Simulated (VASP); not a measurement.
A run of VASP 6.6.1 is set up as follows.

Contents of INCAR:

```
SYSTEM = LaYN2
PREC = Accurate
ENCUT = 600
EDIFF = 1E-6
ISMEAR = 0
SIGMA = 0.1
LREAL = .FALSE.
LASPH = .TRUE.
NELM = 60
ALGO = Normal
ISIF = 3
LWAVE = .FALSE.
LCHARG = .FALSE.
GGA = PE
IBRION = 2
NSW = 90
EDIFFG = -0.04
```

KPOINTS

```
Automatic mesh
0
G
  6 6 4
  0 0 0
```

The input POSCAR:

```
LaYN2
1.0
    4.1572922400      0.0000000000      0.0000000000
   -2.0786461200      3.6003206900      0.0000000000
    0.0000000000      0.0000000000      5.6483761500
La Y N
1 1 2
Direct
    0.0000000000      0.0000000000      0.7649802200
    0.0000000000      0.0000000000      0.2087841800
    0.3333333300      0.6666666700      0.8929259500
    0.6666666700      0.3333333300      0.8929259500
```

Potentials or basis: VASP PAW PBE potentials, release 64 (La, Y_sv, N).

Command:

```console
$ cat potpaw_PBE.64/La/POTCAR potpaw_PBE.64/Y_sv/POTCAR potpaw_PBE.64/N/POTCAR > POTCAR
$ mpirun -np 1 vasp_std > vasp.out
```

**Question.** Estimate the relaxed volume.

**Answer.** 19.52 Å³/atom.

**Question.** What does it give for the relaxed cell?

**Answer.** a = 3.696 Å, b = 3.696 Å, c = 6.599 Å, α = 90.00°, β = 90.00°, γ = 120.00°.

**Question.** Predict the space group after relaxing (to 0.1 Å).

**Answer.** P6mm (No. 183).

Final structure:
```xyz
4
Lattice="3.6964 0.0000 0.0000 -1.8482 3.2012 0.0000 0.0000 0.0000 6.5990" Properties=species:S:1:pos:R:3 pbc="T T T"
La    0.0000    0.0000    4.6897
Y     0.0000    0.0000    1.0458
N     0.0000    2.1341    6.2377
N     1.8482    1.0671    6.2377
```

Caveat: a cell axis changed by over 15 % at a fixed basis, so the end point is rough.
